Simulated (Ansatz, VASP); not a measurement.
**Ag in VASP and in Ansatz**

```
Ag
1.0
     0.00000    2.05804    2.07360
     2.08915    0.00000    2.07360
     2.08915    2.05804    0.00000
Ag
1
Direct
  0.00000 0.00000 0.00000
```

Change from the starting cell: strain +0.0075 x Voigt [1, -1, 0, 0, 0, 0], atoms carried along.

Alike in both runs: task single point; functional PBE; k mesh 24 × 24 × 24; occupations gaussian, width 0.15 eV; no spin polarisation.

```csv
,VASP,Ansatz
version,VASP 6.6.1,Ansatz 0.2.0
potentials or method,"VASP PAW PBE potentials, release 64 (Ag), cutoff 520 eV","scalar-relativistic, plane waves, PAW"
valence electrons in the cell,11,19
```

```tsv
	VASP	Ansatz	Ansatz less VASP
gap on the k mesh at the Fermi level (eV)	none	none	-
pressure (GPa)	-0.1	0.0	+0.11
traceless stress, the component that is largest in VASP (GPa)	-0.28	-0.28	-0.002
```

A gap of «none» marks a metal or a gap that the smearing closes. VASP's potentials hold 11 valence electrons a cell and Ansatz's 19, so a difference there can come from the potentials and not from the codes.
